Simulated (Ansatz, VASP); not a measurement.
# One calculation of Zn7CrSe8, two programs

```
CELL_PARAMETERS angstrom
0.00000 5.66760 5.66760
5.66760 0.00000 5.66760
5.66760 5.66760 0.00000
ATOMIC_POSITIONS crystal
Cr 0.00000 0.00000 0.00000
Zn 0.99989 0.99989 0.50011
Zn 0.99989 0.50011 0.99989
Zn 0.99989 0.50011 0.50011
Zn 0.50011 0.99989 0.99989
Zn 0.50011 0.99989 0.50011
Zn 0.50011 0.50011 0.99989
Zn 0.50000 0.50000 0.50000
Se 0.12729 0.12729 0.12729
Se 0.12729 0.12729 0.61813
Se 0.12729 0.61813 0.12729
Se 0.12506 0.62498 0.62498
Se 0.61813 0.12729 0.12729
Se 0.62498 0.12506 0.62498
Se 0.62498 0.62498 0.12506
Se 0.62498 0.62498 0.62498
```

Alike in both runs: task single point; functional PBEsol; k mesh 3 × 3 × 3; occupations gaussian, width 0.05 eV; no spin polarisation; Hubbard terms Cr d U = 3.0 eV.

|  | VASP | Ansatz |
| --- | --- | --- |
| version | VASP 6.6.1 | Ansatz 0.2.0 |
| potentials or method | VASP PAW PBE potentials, release 64 (Cr_pv, Zn, Se), cutoff 500 eV | scalar-relativistic, plane waves, PAW |
| valence electrons in the cell | 144 | 226 |

VASP gave:

```
gap on the k mesh at the Fermi level (eV) : 0.74
least direct gap on the mesh (eV)         : 1.02
pressure (GPa)                            : -0.9
rms of the force components (eV/Å)        : 0.172
```

Problem. What did Ansatz give for the same quantities?

Solution. gap on the k mesh at the Fermi level (eV): 1.10; least direct gap on the mesh (eV): 1.42; pressure (GPa): -1.2; rms of the force components (eV/Å): 0.177.

VASP's potentials were made for PBE, not for PBEsol. The programs project onto different local orbitals, so the same U acts differently, and such runs can settle in different states. Atom by atom the forces differ by 0.006 eV/Å (rms over components). VASP's potentials hold 144 valence electrons a cell and Ansatz's 226, so a difference there can come from the potentials and not from the codes.
